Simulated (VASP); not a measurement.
Crystal: HfO2.

```
CELL_PARAMETERS angstrom
3.55802 0.00000 0.00000
0.00000 3.55802 0.00000
0.00000 0.00000 5.17186
ATOMIC_POSITIONS crystal
Hf 0.00000 0.00000 0.00000
Hf 0.50000 0.50000 0.50000
O 0.00000 0.50000 0.19721
O 0.50000 0.00000 0.30279
O 0.50000 0.00000 0.80279
O 0.00000 0.50000 0.69721
```

- Program: VASP 6.6.1
- Task: relaxation of cell and atoms
- Functional: PBE
- Potentials or basis: VASP PAW PBE potentials, release 64 (Hf_pv, O)
- Cutoff: 600 eV
- k mesh: 8 × 8 × 5
- Occupations: fermi-dirac, width 0.05 eV
- Spin: no spin polarisation
- Hubbard terms: Hf d U = 5.0 eV

At the start: pressure 21.9 GPa; volume 10.91 Å³/atom.

Where does the relaxation end?

Over 13 steps the energy falls by 74.8 meV/atom and the volume is 11.55 Å³/atom (+5.9 %); space group P4_2/nmc (No. 137, to 0.1 Å) before and after.

Step by step:
| step | energy change (eV) | largest force (eV/Å) | pressure (GPa) | volume (Å³) |
| --- | --- | --- | --- | --- |
| 1 | 0.0000 | 0.8585 | 21.92 | 65.47 |
| 2 | 0.4271 | 0.3086 | -23.21 | 80.66 |
| 3 | -0.3822 | 0.2564 | -1.27 | 71.19 |
| 4 | -0.3827 | 0.2739 | -0.59 | 70.98 |
| 5 | -0.3826 | 0.2836 | -0.21 | 70.86 |
| 6 | -0.3956 | 0.2512 | -0.04 | 70.64 |
| 7 | -0.4243 | 0.1678 | 0.58 | 69.96 |
| 8 | -0.4409 | 0.0635 | 2.66 | 68.62 |
| 9 | -0.4484 | 0.0181 | 0.36 | 69.20 |
| 10 | -0.4486 | 0.0105 | 0.01 | 69.31 |
| 11 | -0.4487 | 0.0080 | -0.13 | 69.34 |
| 12 | -0.4487 | 0.0101 | -0.08 | 69.33 |
| 13 | -0.4488 | 0.0067 | -0.04 | 69.31 |

Final structure:
```xyz
6
Lattice="3.6539 0.0000 0.0000 0.0000 3.6539 0.0000 0.0000 0.0000 5.1918" Properties=species:S:1:pos:R:3 pbc="T T T"
Hf    0.0000    0.0000    0.0000
Hf    1.8269    1.8269    2.5959
O     3.6539    1.8269    1.1724
O     1.8269    3.6539    1.4234
O     1.8269    0.0000    4.0193
O     3.6539    1.8269    3.7683
```
